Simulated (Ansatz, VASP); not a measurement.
# Be: VASP beside Ansatz

INCAR

```
  ALGO = Normal
  EDIFF = 1E-6
  ENCUT = 520
  ISIF = 2
  ISMEAR = -1
  LASPH = True
  LCHARG = False
  LREAL = False
  LWAVE = False
  NBANDS = 10
  NELM = 80
  PREC = Accurate
  SIGMA = 0.1
```

The input KPOINTS:

```
k-points
0
Gamma
  12 12 16
```

The input POSCAR:

```
Be
1.0
    3.4715216693      0.0000000000      0.0000000000
   -1.7357608346      3.0064259554      0.0000000000
    0.0000000000      0.0000000000      2.1198654641
Be
3
Direct
    1.0000000000      1.0000000000      1.0000000000
    0.3333333333      0.6666666667      0.5000000000
    0.6666666667      0.3333333333      0.5000000000
```

Input for Ansatz:

```yaml
crystal:
  lattice:
    - [3.4715216693, 0.0, 0.0]
    - [-1.7357608346, 3.0064259554, 0.0]
    - [0.0, 0.0, 2.1198654641]
  atoms:
    - { symbol: Be, position: [1.0, 1.0, 1.0] }
    - { symbol: Be, position: [0.3333333333, 0.6666666667, 0.5] }
    - { symbol: Be, position: [0.6666666667, 0.3333333333, 0.5] }
hamiltonian:
  xc: lda
  pseudopotentials:
    kind: paw
    azcp:
      Be: "pseudopotentials/Be.paw.azcp"
basis:
  ecutwfc: 420
  fft_grid_basis: typed
kpoints:
  mp_grid: { grid: [12, 12, 16], shift: [0, 0, 0] }
magnetization:
  spin_polarized: false
scf:
  occupations: { method: fermi_dirac, width: 0.1 }
  lower_state_search: "off"
output:
  stress: true
```

Alike in both runs: task single point; functional LDA; k mesh 12 × 12 × 16; occupations fermi-dirac, width 0.1 eV; no spin polarisation.

|  | VASP | Ansatz |
| --- | --- | --- |
| version | VASP 6.6.1 | Ansatz 0.2.0 |
| potentials or method | VASP PAW LDA potentials, release 64 (Be), cutoff 520 eV | plane waves (420 eV) with PAW, scalar-relativistic |
| valence electrons in the cell | 6 | 6 |

```csv
,VASP,Ansatz,Ansatz less VASP
pressure (GPa),5.9,5.4,-0.47
"traceless stress, the component that is largest in VASP (GPa)",-0.65,-0.64,+0.008
```

Ansatz warns that its potentials were made for another functional, while VASP's fit it. LDA's correlation is that of Perdew and Zunger in VASP and of Perdew and Wang (1992) in Ansatz.
